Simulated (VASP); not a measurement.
# ScZnC4N4 (P-43m) in VASP: further runs, part 2 of 2

VASP 6.6.1.

## (4) Single point, PBE, collinear spin, ferromagnetic start

This run uses another cell than the first one, of 22.99 Å³/atom.

File INCAR:

```
SYSTEM = ScZnC4N4
PREC = Accurate
ENCUT = 520
EDIFF = 1E-6
ISMEAR = 0
SIGMA = 0.1
LREAL = .False.
LASPH = .True.
NELM = 150
ALGO = Normal
ISIF = 2
LWAVE = .False.
LCHARG = .False.
ISPIN = 2
MAGMOM = 0 0 1 1 1 1 1 1 1 1
LORBIT = 11
LMAXMIX = 4
GGA = PE
NBANDS = 44
```

File KPOINTS:

```
Automatic mesh
0
Gamma
  4 4 4
  0 0 0
```

File POSCAR:

```
ScZnC4N4
1.0
    6.1262962372      0.0000000000      0.0000000000
    0.0000000000      6.1262962372      0.0000000000
    0.0000000000      0.0000000000      6.1262962372
Sc Zn C N
1 1 4 4
Direct
    0.5000000000      0.5000000000      0.5000000000
    0.0000000000      0.0000000000      0.0000000000
    0.1882803718      0.1882803718      0.1882803718
    0.1882803718      0.8117196282      0.8117196282
    0.8117196282      0.1882803718      0.8117196282
    0.8117196282      0.8117196282      0.1882803718
    0.2987369725      0.2987369725      0.2987369725
    0.2987369725      0.7012630275      0.7012630275
    0.7012630275      0.2987369725      0.7012630275
    0.7012630275      0.7012630275      0.2987369725
```

Potentials or basis: VASP PAW PBE potentials, release 64 (Sc_sv, Zn, C, N).

Command:

```sh
$ cat potpaw_PBE.64/Sc_sv/POTCAR potpaw_PBE.64/Zn/POTCAR potpaw_PBE.64/C/POTCAR potpaw_PBE.64/N/POTCAR > POTCAR
$ mpirun -np 1 vasp_std > vasp.out
```

OUTCAR:

```text
SYSTEM = ScZnC4N4
   PREC = Accurate
   ENCUT = 520
   EDIFF = 1E-6
   ISMEAR = 0
   LREAL = .False.
   LASPH = .True.
   NELM = 150
   ISIF = 2
   ISPIN = 2
   LORBIT = 11
   GGA = PE

 ion  position               nearest neighbor table
   1  0.500  0.500  0.500-   7 2.14   8 2.14   9 2.14  10 2.14
   2  0.000  0.000  0.000-   3 2.00   4 2.00   5 2.00   6 2.00
   3  0.188  0.188  0.188-   7 1.17   2 2.00
   4  0.188  0.812  0.812-   8 1.17   2 2.00
   5  0.812  0.188  0.812-   9 1.17   2 2.00
   6  0.812  0.812  0.188-  10 1.17   2 2.00
   7  0.299  0.299  0.299-   3 1.17   1 2.14
   8  0.299  0.701  0.701-   4 1.17   1 2.14
   9  0.701  0.299  0.701-   5 1.17   1 2.14
  10  0.701  0.701  0.299-   6 1.17   1 2.14

  LATTYP: Found a simple cubic cell.
 ALAT       =     6.1262962372

  Lattice vectors:

 A1 = (   6.1262962372,   0.0000000000,   0.0000000000)
 A2 = (   0.0000000000,   6.1262962372,   0.0000000000)
 A3 = (   0.0000000000,   0.0000000000,   6.1262962372)

Analysis of symmetry for initial positions (statically):
=====================================================================
 Subroutine PRICEL returns:
 Original cell was already a primitive cell.

 Routine SETGRP: Setting up the symmetry group for a
 simple cubic supercell.

 Subroutine GETGRP returns: Found 24 space group operations
 (whereof 24 operations were pure point group operations)
 out of a pool of 48 trial point group operations.

The static configuration has the point symmetry T_d .

Analysis of symmetry for dynamics (positions and initial velocities):
=====================================================================
 Subroutine PRICEL returns:
 Original cell was already a primitive cell.

 Routine SETGRP: Setting up the symmetry group for a
 simple cubic supercell.

 Subroutine GETGRP returns: Found 24 space group operations
 (whereof 24 operations were pure point group operations)
 out of a pool of 48 trial point group operations.

The dynamic configuration has the point symmetry T_d .

Analysis of structural, dynamic, and magnetic symmetry:
=====================================================================
 Subroutine PRICEL returns:
 Original cell was already a primitive cell.

 Routine SETGRP: Setting up the symmetry group for a
 simple cubic supercell.

 Subroutine GETGRP returns: Found 24 space group operations
 (whereof 24 operations were pure point group operations)
 out of a pool of 48 trial point group operations.

The overall configuration has the point symmetry T_d .

 Subroutine INISYM returns: Found 24 space group operations
 (whereof 24 operations are pure point group operations),
 and found     1 'primitive' translations

----------------------------------------------------------------------------------------

                                     Primitive cell

  volume of cell :     229.9291

  direct lattice vectors                    reciprocal lattice vectors
     6.126296237  0.000000000  0.000000000     0.163230762  0.000000000  0.000000000
     0.000000000  6.126296237  0.000000000     0.000000000  0.163230762  0.000000000
     0.000000000  0.000000000  6.126296237     0.000000000  0.000000000  0.163230762

  length of vectors
     6.126296237  6.126296237  6.126296237     0.163230762  0.163230762  0.163230762

  position of ions in fractional coordinates (direct lattice)
     0.500000000  0.500000000  0.500000000
     0.000000000  0.000000000  0.000000000
[... 101 lines left out ...]
  Thomas-Fermi vector in A             =   2.174875
   LORBIT       =     11    0 simple, 1 ext, 2 COOP (PROOUT), +10 PAW based schemes
   GGA     = PE    functional components
   LHFCALC =     F    Hartree Fock is set to
   AEXX    =    0.0000 exact exchange contribution
   IVDW    =     0    specifies the selected vdW correction
   LEPSILON=     F    determine dielectric tensor
   LRPA    =     F    only Hartree local field effects (RPA)
 spin polarized calculation
 Gauss-broadening in eV      SIGMA  =   0.10
  energy-cutoff  :      520.00
  volume of cell :      229.93
 maximum number of plane-waves:      6217
 NGX is ok and might be reduce to    48
   NGX = 23   NGY = 23   NGZ = 23

 number of electron      58.9999988 magnetization       1.0002543

 Free energy of the ion-electron system (eV)
  ---------------------------------------------------
  ext. energy  EPLUGINS =         0.00000000
  ---------------------------------------------------
  free energy    TOTEN  =       -77.09731145 eV

  energy without entropy =      -77.05507129  energy(sigma->0) =      -77.07619137

 E-fermi :   0.8188     XC(G=0):  -6.7287

 val. band max:        0.8132185968   @ k =   0.5000   0.2500   0.2500
 cond. band min:       0.8388199305   @ k =   0.5000   0.2500   0.2500
 fundamental gap:      0.0256013338
 Fermi energy:         0.8187817558

 spin component 1

 k-point     1 :       0.0000    0.0000    0.0000
  band No.  band energies     occupation
      1     -50.0727      1.00000
      2     -28.7796      1.00000
      3     -28.7796      1.00000
      4     -28.7796      1.00000
      5     -19.0582      1.00000
      6     -18.9670      1.00000
[... 429 lines left out ...]
     40       3.7337      0.00000
     41       3.9567      0.00000
 Fermi energy:         0.8187817558

 spin component 2

 k-point     1 :       0.0000    0.0000    0.0000
  band No.  band energies     occupation
      1     -49.6143      1.00000
      2     -28.3129      1.00000
      3     -28.3129      1.00000
      4     -28.3129      1.00000
      5     -19.0397      1.00000
      6     -18.9491      1.00000
[... 429 lines left out ...]
     40       3.8518      0.00000
     41       4.3427      0.00000
 [bands above 41 left out]

------------------------ aborting loop because EDIFF is reached ----------------------------------------

  FORCE on cell =-STRESS in cart. coord.  units (eV):
  Direction    XX          YY          ZZ          XY          YZ          ZX
  --------------------------------------------------------------------------------------
  -------------------------------------------------------------------------------------
  Total        1.1923466      1.1923466      1.1923466      0.0000000     -0.0000000      0.0000000
  in kB        8.3084331      8.3084331      8.3084331      0.0000000     -0.0000000      0.0000000
  external PRESSURE =       8.3084331 kB  Pullay stress =       0.0000000 kB

 VOLUME and BASIS-vectors are now :
 -----------------------------------------------------------------------------
  energy-cutoff  :      520.00
  volume of cell :      229.93
      direct lattice vectors                 reciprocal lattice vectors
     6.126296237  0.000000000  0.000000000     0.163230762  0.000000000  0.000000000
     0.000000000  6.126296237  0.000000000     0.000000000  0.163230762  0.000000000
     0.000000000  0.000000000  6.126296237     0.000000000  0.000000000  0.163230762

 POSITION                                       TOTAL-FORCE (eV/Angst)
 -----------------------------------------------------------------------------------
      3.06315      3.06315      3.06315         0.000000     -0.000000      0.000000
      0.00000      0.00000      0.00000         0.000000     -0.000000      0.000000
      1.15346      1.15346      1.15346        -0.180783     -0.180783     -0.180783
      1.15346      4.97283      4.97283        -0.180783      0.180783      0.180783
      4.97283      1.15346      4.97283         0.180783     -0.180783      0.180783
      4.97283      4.97283      1.15346         0.180783      0.180783     -0.180783
      1.83015      1.83015      1.83015         0.212956      0.212956      0.212956
      1.83015      4.29615      4.29615         0.212956     -0.212956     -0.212956
      4.29615      1.83015      4.29615        -0.212956      0.212956     -0.212956
      4.29615      4.29615      1.83015        -0.212956     -0.212956      0.212956
 -----------------------------------------------------------------------------------
    total drift:                                0.000000      0.000000     -0.000000

  FREE ENERGIE OF THE ION-ELECTRON SYSTEM (eV)
  ---------------------------------------------------
  free  energy   TOTEN  =       -77.0973114484 eV

  energy  without entropy=      -77.0550712856  energy(sigma->0) =      -77.07619137

 total charge

# of ion       s       p       d       tot
------------------------------------------
    1        2.181   6.158   1.125   9.464
    2        0.530   0.684   9.780  10.994
    3        0.961   1.612   0.000   2.573
    4        0.961   1.612   0.000   2.573
    5        0.961   1.612   0.000   2.573
    6        0.961   1.612   0.000   2.573
    7        1.307   2.604   0.000   3.911
    8        1.307   2.604   0.000   3.911
    9        1.307   2.604   0.000   3.911
   10        1.307   2.604   0.000   3.911
--------------------------------------------------
tot         11.782  23.706  10.905  46.393

 magnetization (x)

# of ion       s       p       d       tot
------------------------------------------
    1        0.005   0.004   0.510   0.519
    2       -0.003  -0.002   0.013   0.008
    3        0.003   0.043   0.000   0.046
    4        0.003   0.043   0.000   0.046
    5        0.003   0.043   0.000   0.046
    6        0.003   0.043   0.000   0.046
    7       -0.002  -0.010   0.000  -0.012
    8       -0.002  -0.010   0.000  -0.012
    9       -0.002  -0.010   0.000  -0.012
   10       -0.002  -0.010   0.000  -0.012
--------------------------------------------------
tot          0.008   0.131   0.523   0.663
```

Wall time 5.4 min (1 thread of Intel Xeon Platinum 8488C (Sapphire Rapids), shared host); peak memory 0.5 GiB.

Results:

* Free energy: -77.0973 eV
* Pressure: 0.8 GPa
* Largest force: 0.369 eV/Å
* Band gap on the k mesh: zero (filled and empty bands overlap)
* Net moment: 1.00 μB per cell
* Site moments: Sc +0.52; Zn +0.01; C +0.05; N -0.01 μB
* Valence electrons inside the program's atomic spheres: Sc 9.46; Zn 10.99; C 2.57; N 3.91

Forces on the atoms (eV/Å):
```
Sc   0.000  0.000  0.000
Zn   0.000  0.000  0.000
C   -0.181 -0.181 -0.181
C   -0.181  0.181  0.181
C    0.181 -0.181  0.181
C    0.181  0.181 -0.181
N    0.213  0.213  0.213
N    0.213 -0.213 -0.213
N   -0.213  0.213 -0.213
N   -0.213 -0.213  0.213
```

Levels at points of the mesh, in eV from the Fermi level:
Spin up:
| k point | band 28 | band 29 | band 30 | band 31 | band 32 | band 33 |
| --- | --- | --- | --- | --- | --- | --- |
| (0.00, 0.00, 0.00) | -5.06 | -5.06 | -0.04 | -0.04 | 0.27 | 0.27 |
| (0.50, 0.00, 0.00) | -5.06 | -5.06 | -0.13 | 0.22 | 0.74 | 0.75 |
| (0.50, 0.50, 0.00) | -5.05 | -5.05 | -0.09 | 0.18 | 0.74 | 1.09 |
| (0.50, 0.50, 0.50) | -5.12 | -5.12 | -0.03 | -0.03 | 0.74 | 0.74 |
Spin down:
```
           k point  band 25  band 26  band 27  band 28  band 29  band 30  band 31  band 32  band 33  band 34
(0.00, 0.00, 0.00)    -5.77    -5.77    -5.00    -5.00    -5.00     0.43     0.43     0.43     0.47     0.47
(0.50, 0.00, 0.00)    -5.84    -5.84    -5.09    -5.00    -5.00     0.34     0.81     0.91     0.91     0.92
(0.50, 0.50, 0.00)    -5.86    -5.64    -5.16    -4.99    -4.99     0.37     0.76     0.92     1.29     1.29
(0.50, 0.50, 0.50)    -5.66    -5.66    -5.05    -5.05    -5.05     0.49     0.49     0.91     0.91     0.91
```

## (5) The runs side by side

| spin | cell | gap on the mesh (eV) | pressure (GPa) | moment (μB) | largest force (eV/Å) |
| --- | --- | --- | --- | --- | --- |
| off | a = 6.013 Å, 10 atoms, atomic positions A | none | 3.4 | - | 0.69 |
| collinear, ferromagnetic start | a = 6.013 Å, 10 atoms, atomic positions A | none | 3.4 | 1.00 | 0.51 |
| collinear, ferromagnetic start | a = 6.126 Å, 10 atoms, atomic positions B | none | 0.8 | 1.00 | 0.37 |

Alike in all rows: task single point; level PBE; potentials or basis VASP PAW PBE potentials, release 64 (Sc_sv, Zn, C, N); k mesh 4 × 4 × 4; cutoff (eV) 520; smearing gaussian 0.1 eV.

Caveats: the cell stands under pressure (at least some runs); an odd number of electrons without spin polarisation forces a metal (at least some runs); a magnetic or distorted state may lie lower (at least some runs).

Absolute energies hang on the potentials; compare differences alone.

The gap in the log of VASP goes by the Fermi energy; the results here count the filled bands.